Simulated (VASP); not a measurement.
# Pb (Fm-3m) in VASP: notebook

Aim: see how the results for Pb move with the level of theory and the settings. Levels: PBE+D4, PBEsol. Tasks: single point.

All numbers are computed with VASP 6.6.1; they aren't measurements. Logs are shortened: lines on timing, memory, paths and dates and some standing lists are left out, and cuts for length are marked.

### 1 The cell of the first run

Symmetry: Fm-3m, No. 225, cubic system. The conventional cell has a = 4.967 Å, b = 4.967 Å, c = 4.967 Å, α = 90.00°, β = 90.00°, γ = 90.00°. Pb (site symmetry m-3m) has 12 Pb at 3.51 Å within 4.6 Å.

### 2 Single point, PBE+D4

Contents of INCAR:

```
PREC = Accurate
ENCUT = 500
EDIFF = 1E-6
ISMEAR = 1
SIGMA = 0.1
LREAL = F
LASPH = T
NELM = 120
ALGO = Normal
ISIF = 2
LWAVE = F
LCHARG = F
GGA = PE
IVDW = 13
NBANDS = 13
GGA_COMPAT = F
```

Contents of KPOINTS:

```
Automatic mesh
0
Gamma
  8 8 8
```

Contents of POSCAR:

```
Pb
1.0
    3.5123333200      0.0000000000      0.0000000000
    1.7561666600      3.0417698816      0.0000000000
    1.7561666600      1.0139232939      2.8678081468
Pb
1
Direct
    0.0000000000      0.0000000000      0.0000000000
```

Potentials or basis: VASP PAW PBE potentials, release 64 (Pb_d).

Launch:

```bash
> cat potpaw_PBE.64/Pb_d/POTCAR > POTCAR
> mpirun -np 1 vasp_std > vasp.out
```

OUTCAR:

```text
PREC = Accurate
   ENCUT = 500
   EDIFF = 1E-6
   ISMEAR = 1
   LREAL = F
   LASPH = T
   NELM = 120
   ISIF = 2
   GGA = PE
   IVDW = 13

 ion  position               nearest neighbor table
   1  0.000  0.000  0.000-

  LATTYP: Found a face centered cubic cell.
 ALAT       =     4.9671894166

  Lattice vectors:

 A1 = (   3.5123333200,   0.0000000000,   0.0000000000)
 A2 = (   1.7561666600,   3.0417698816,   0.0000000000)
 A3 = (   1.7561666600,   1.0139232939,   2.8678081468)

Analysis of symmetry for initial positions (statically):
=====================================================================
 Subroutine PRICEL returns:
 Original cell was already a primitive cell.

 Routine SETGRP: Setting up the symmetry group for a
 face centered cubic supercell.

 Subroutine GETGRP returns: Found 48 space group operations
 (whereof 48 operations were pure point group operations)
 out of a pool of 48 trial point group operations.

The static configuration has the point symmetry O_h .

Analysis of symmetry for dynamics (positions and initial velocities):
=====================================================================
 Subroutine PRICEL returns:
 Original cell was already a primitive cell.

 Routine SETGRP: Setting up the symmetry group for a
 face centered cubic supercell.

 Subroutine GETGRP returns: Found 48 space group operations
 (whereof 48 operations were pure point group operations)
 out of a pool of 48 trial point group operations.

The dynamic configuration has the point symmetry O_h .

 Subroutine INISYM returns: Found 48 space group operations
 (whereof 48 operations are pure point group operations),
 and found     1 'primitive' translations

----------------------------------------------------------------------------------------

                                     Primitive cell

  volume of cell :      30.6388

  direct lattice vectors                    reciprocal lattice vectors
     3.512333320  0.000000000  0.000000000     0.284711019 -0.164377984 -0.116232787
     1.756166660  3.041769882  0.000000000     0.000000000  0.328755967 -0.116232787
     1.756166660  1.013923294  2.867808147     0.000000000  0.000000000  0.348698361

  length of vectors
     3.512333320  3.512333320  3.512333320     0.348698361  0.348698361  0.348698361

  position of ions in fractional coordinates (direct lattice)
     0.000000000  0.000000000  0.000000000

  ion indices of the primitive-cell ions
   primitive index   ion index
                 1           1

----------------------------------------------------------------------------------------

 KPOINTS: Automatic mesh

Automatic generation of k-mesh.
 Grid dimensions read from file:
 generate k-points for:    8    8    8

 Generating k-lattice:

  Cartesian coordinates                     Fractional coordinates (reciprocal lattice)
     0.035588877 -0.020547248 -0.014529098     0.125000000  0.000000000  0.000000000
     0.000000000  0.041094496 -0.014529098     0.000000000  0.125000000 -0.000000000
     0.000000000  0.000000000  0.043587295     0.000000000  0.000000000  0.125000000

  Length of vectors
     0.043587295  0.043587295  0.043587295

  Shift w.r.t. Gamma in fractional coordinates (k-lattice)
     0.000000000  0.000000000  0.000000000

 Subroutine IBZKPT returns following result:
 ===========================================

 Found     29 irreducible k-points:

 Following reciprocal coordinates:
            Coordinates               Weight
  0.000000  0.000000  0.000000      1.000000
  0.125000  0.000000  0.000000      8.000000
  0.250000  0.000000  0.000000      8.000000
  0.375000 -0.000000 -0.000000      8.000000
  0.500000  0.000000  0.000000      4.000000
  0.125000  0.125000  0.000000      6.000000
[... 16 lines left out ...]
  0.500000  0.250000  0.125000     48.000000
 -0.375000  0.250000  0.125000     24.000000
 [... further k-points ...]
   k-points           NKPTS =     29   k-points in BZ     NKDIM =     29   number of bands    NBANDS=     13
   number of dos      NEDOS =    301   number of ions     NIONS =      1
   total plane-waves  NPLWV =  21952
   dimension x,y,z NGX =    28 NGY =   28 NGZ =   28
   dimension x,y,z NGXF=    56 NGYF=   56 NGZF=   56
   ions per type =               1
   NGX,Y,Z   is equivalent  to a cutoff of  13.25, 13.25, 13.25 a.u.
   NGXF,Y,Z  is equivalent  to a cutoff of  26.51, 26.51, 26.51 a.u.
 SYSTEM =  unknown system
   PREC   = accura    normal or accurate (medium, high low for compatibility)
   ISTART =      0    job   : 0-new  1-cont  2-samecut
   ICHARG =      2    charge: 1-file 2-atom 10-const
   ISPIN  =      1    spin polarized calculation?
   LNONCOLLINEAR =      F non collinear calculations
   LSORBIT =      F    spin-orbit coupling
   LASPH  =      T    aspherical Exc in radial PAW
   ENCUT  =  500.0 eV  36.75 Ry    6.06 a.u.   6.40  6.40  6.40*2*pi/ulx,y,z
   NELM   =    120;   NELMIN=  2; NELMDL= -5     # of ELM steps
   EDIFF  = 0.1E-05   stopping-criterion for ELM
   LREAL  =      F    real-space projection
   EDIFFG = 0.1E-04   stopping-criterion for IOM
   NSW    =      0    number of steps for IOM
   IBRION =     -1    ionic relax: 0-MD 1-quasi-New 2-CG
   NFREE  =      0    steps in history (QN), initial steepest desc. (CG)
   ISIF   =      2    stress and relaxation
   ISYM   =      2    0-nonsym 1-usesym 2-fastsym
   POTIM  = 0.5000    time-step for ionic-motion
   TEBEG  =    0.0;   TEEND  =   0.0 temperature during run
   PSTRESS=    0.0 pullay stress
   NELECT =      14.0000    total number of electrons
   NUPDOWN=      -1.0000    fix difference up-down
   EMIN   =  10.00;   EMAX   =-10.00  energy-range for DOS
   EFERMI =   0.00;   METHOD = LEGACY
   ISMEAR =     1;   SIGMA  =   0.10  broadening in eV -4-tet -1-fermi 0-gaus
   EFERMI_NEDOS =   21; number of points for ismear=-14 and -15
   IALGO  =     38    algorithm
   IMIX   =      4    mixing-type and parameters
     AMIX     =   0.40;   BMIX     =  1.00
     AMIX_MAG =   1.60;   BMIX_MAG =  1.00
  volume/ion in A,a.u.               =      30.64       206.76
  Fermi-wavevector in a.u.,A,eV,Ry     =   1.260937  2.382826 21.632754  1.589963
  Thomas-Fermi vector in A             =   2.394422
   LORBIT       =      0    0 simple, 1 ext, 2 COOP (PROOUT), +10 PAW based schemes
   GGA     = PE    functional components
   LHFCALC =     F    Hartree Fock is set to
   AEXX    =    0.0000 exact exchange contribution
   IVDW    =    13    specifies the selected vdW correction
   LEPSILON=     F    determine dielectric tensor
   LRPA    =     F    only Hartree local field effects (RPA)
 non-spin polarized calculation
 Methfessel and Paxton  Order N= 1 SIGMA  =   0.10
  energy-cutoff  :      500.00
  volume of cell :       30.64
 maximum number of plane-waves:       791
 NGX is ok and might be reduce to    28
   NGX = 13   NGY = 13   NGZ = 13

 number of electron      14.0000000 magnetization

 Free energy of the ion-electron system (eV)
  ---------------------------------------------------
  ext. energy  EPLUGINS =         0.00000000
  ---------------------------------------------------
  free energy    TOTEN  =        -3.57123985 eV

  energy without entropy =       -3.57162973  energy(sigma->0) =       -3.57136981

 E-fermi :   7.0540     XC(G=0): -10.1336

 val. band max:        6.9910193806   @ k =   0.3750   0.2500   0.0000
 cond. band min:       7.2804151226   @ k =  -0.3750   0.2500   0.0000
 fundamental gap:      0.2893957420
 Fermi energy:         7.0539694370

 k-point     1 :       0.0000    0.0000    0.0000
  band No.  band energies     occupation
      1      -9.8925      2.00000
      2      -9.8925      2.00000
      3      -9.8925      2.00000
      4      -9.7570      2.00000
      5      -9.7570      2.00000
      6      -4.5159      2.00000
      7      14.5047      0.00000
      8      14.5047      0.00000
      9      14.5047      0.00000
     10      16.9235      0.00000
     11      18.3757      0.00000
     12      19.5764      0.00000
     13      19.5764      0.00000

 k-point     2 :       0.1250    0.0000    0.0000
  band No.  band energies     occupation
      1      -9.8932      2.00000
      2      -9.8732      2.00000
      3      -9.8732      2.00000
      4      -9.7565      2.00000
      5      -9.7565      2.00000
      6      -4.2181      2.00000
      7      11.7298      0.00000
      8      14.1608      0.00000
      9      14.1608      0.00000
     10      16.4570      0.00000
     11      19.5480      0.00000
     12      20.1814      0.00000
     13      20.1814      0.00000

 k-point     3 :       0.2500    0.0000    0.0000
  band No.  band energies     occupation
      1      -9.8999      2.00000
      2      -9.8581      2.00000
      3      -9.8581      2.00000
      4      -9.7225      2.00000
      5      -9.7225      2.00000
      6      -3.3314      2.00000
      7       7.9060     -0.00000
      8      13.4801      0.00000
      9      13.4801      0.00000
     10      16.1023      0.00000
     11      18.6168      0.00000
     12      19.4553      0.00000
     13      19.4553      0.00000

 k-point     4 :       0.3750   -0.0000   -0.0000
  band No.  band energies     occupation
      1      -9.9123      2.00000
      2      -9.8728      2.00000
      3      -9.8728      2.00000
      4      -9.6570      2.00000
      5      -9.6570      2.00000
      6      -1.9614      2.00000
      7       4.6610      2.00000
      8      12.9095      0.00000
      9      12.9095      0.00000
     10      16.0908      0.00000
     11      17.2951      0.00000
     12      18.5978      0.00000
     13      18.5978      0.00000

 k-point     5 :       0.5000    0.0000    0.0000
  band No.  band energies     occupation
      1      -9.9190      2.00000
      2      -9.8820      2.00000
      3      -9.8820      2.00000
      4      -9.6264      2.00000
      5      -9.6264      2.00000
      6      -0.9501      2.00000
      7       3.0137      2.00000
      8      12.6919      0.00000
      9      12.6919      0.00000
     10      16.4001      0.00000
     11      16.5416      0.00000
     12      18.3099      0.00000
     13      18.3099      0.00000
[... 257 lines left out ...]
 k-point    22 :       0.3750    0.2500    0.1250
  band No.  band energies     occupation
      1      -9.9281      2.00000
      2      -9.8496      2.00000
      3      -9.7899      2.00000
      4      -9.7518      2.00000
      5      -9.6736      2.00000
      6      -2.5621      2.00000
      7       7.7789     -0.00000
      8       9.5867      0.00000
      9      12.1602      0.00000
     10      16.2045      0.00000
     11      16.7617      0.00000
     12      19.8006      0.00000
     13      22.3351      0.00000

 k-point    23 :       0.5000    0.2500    0.1250
  band No.  band energies     occupation
      1      -9.9042      2.00000
      2      -9.8699      2.00000
      3      -9.7885      2.00000
      4      -9.7118      2.00000
      5      -9.6490      2.00000
      6      -1.2679      2.00000
      7       5.3355      2.00000
      8       8.6656     -0.00000
      9      10.9740      0.00000
     10      15.9903      0.00000
     11      18.2430      0.00000
     12      19.6124      0.00000
     13      22.3564      0.00000

 k-point    24 :      -0.3750    0.2500    0.1250
  band No.  band energies     occupation
      1      -9.8953      2.00000
      2      -9.8758      2.00000
      3      -9.7740      2.00000
      4      -9.7167      2.00000
      5      -9.6333      2.00000
      6      -0.3738      2.00000
      7       3.9226      2.00000
      8       8.5558     -0.00000
      9      10.4290      0.00000
     10      15.8905      0.00000
     11      18.0613      0.00000
     12      22.2607      0.00000
     13      22.6960      0.00000

 [... further k-points ...]

------------------------ aborting loop because EDIFF is reached ----------------------------------------

  DFT-D4 for vdW energy calculation

  Edisp (eV):   -0.42654

  FORCE on cell =-STRESS in cart. coord.  units (eV):
  Direction    XX          YY          ZZ          XY          YZ          ZX
  --------------------------------------------------------------------------------------
  -------------------------------------------------------------------------------------
  Total      -0.02019    -0.02019    -0.02019    -0.00000    -0.00000    -0.00000
  in kB      -1.05563    -1.05563    -1.05563    -0.00000    -0.00000    -0.00000
  external pressure =       -1.06 kB  Pullay stress =        0.00 kB

 VOLUME and BASIS-vectors are now :
 -----------------------------------------------------------------------------
  energy-cutoff  :      500.00
  volume of cell :       30.64
      direct lattice vectors                 reciprocal lattice vectors
     3.512333320  0.000000000  0.000000000     0.284711019 -0.164377984 -0.116232787
     1.756166660  3.041769882  0.000000000     0.000000000  0.328755967 -0.116232787
     1.756166660  1.013923294  2.867808147     0.000000000  0.000000000  0.348698361

 POSITION                                       TOTAL-FORCE (eV/Angst)
 -----------------------------------------------------------------------------------
      0.00000      0.00000      0.00000         0.000000     -0.000000      0.000000
 -----------------------------------------------------------------------------------
    total drift:                               -0.000000     -0.000000     -0.000000

  FREE ENERGIE OF THE ION-ELECTRON SYSTEM (eV)
  ---------------------------------------------------
  free  energy   TOTEN  =        -3.9977771048 eV

  energy  without entropy=       -3.9981669783  energy(sigma->0) =       -3.99790706
```

Wall time 8.1 s (1 thread of Intel Xeon Platinum 8488C (Sapphire Rapids), shared host); peak memory 0.15 GiB.

Results:

```yaml
Free_energy: -3.9978 eV
Pressure: -0.1 GPa
Band_gap_on_the_k_mesh: zero (band 7 reaches 14.50 eV, above the bottom of band 8 at 5.82 eV)
Dispersion_energy_per_atom: -0.427 eV
```

Caveat: spin-orbit coupling is left out, which moves the levels of the heavy elements; pairwise dispersion overbinds metals, which lowers pressure and volume.

(Continued in part 2 of 2.)
